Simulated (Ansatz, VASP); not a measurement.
**I: VASP beside Ansatz**

INCAR

```
SYSTEM = I
PREC = Accurate ; ENCUT = 600
EDIFF = 1E-7 ; ISMEAR = -1
SIGMA = 0.05 ; LREAL = .False.
LASPH = .True. ; NELM = 80
ALGO = Normal ; ISIF = 3
LWAVE = .False. ; LCHARG = .False.
GGA = PS ; IBRION = 2
NSW = 80 ; EDIFFG = -0.005
```

Contents of KPOINTS:

```
Automatic mesh
0
Gamma
  7 7 11
  0 0 0
```

POSCAR

```
I
1.0
    2.5383465792     -3.7066249365      0.0000000000
    2.5383465792      3.7066249365      0.0000000000
   -1.6208748370      0.0000000000      2.3810977968
I
1
Direct
    0.5000000000      0.5000000000      0.5000000000
```

The input input.yaml:

```yaml
crystal:
  lattice:
    - [2.5383465792, -3.7066249365, 0.0]
    - [2.5383465792, 3.7066249365, 0.0]
    - [-1.620874837, 0.0, 2.3810977968]
  atoms:
    - { symbol: I, position: [0.5, 0.5, 0.5] }
kpoints:
  mp_grid: { grid: [7, 7, 11] }
scf:
  occupations: { method: fermi_dirac, width: 0.05 }
hamiltonian:
  xc: pbesol
  pseudopotentials: { kind: all_electron, lapw: { basis_error: 0.001 } }
output:
  forces: true
  stress: true
relax:
  f_tol: 0.005
  max_steps: 60
  cell: {}
```

Alike in both runs: task relaxation of cell and atoms; functional PBEsol; k mesh 7 × 7 × 11; occupations fermi-dirac, width 0.05 eV; no spin polarisation.

```csv
,VASP,Ansatz
version,VASP 6.6.1,Ansatz 0.2.0
potentials or method,"VASP PAW PBE potentials, release 64 (I), cutoff 600 eV","all-electron LAPW, scalar-relativistic"
```

```csv
,VASP,Ansatz,Ansatz less VASP
relaxed volume (Å³/atom),38.06,38.12,+0.059
relaxed length of the cell vector where the two differ most in proportion (Å),4.483,4.487,+0.0034
```

VASP's potentials were made for PBE, not for PBEsol. Ansatz ran all-electron here, and VASP with PAW potentials.

Spin-orbit coupling is off throughout. Noted on VASP's run: the volume moved by over 15 % at a fixed basis, so the end points are rough.
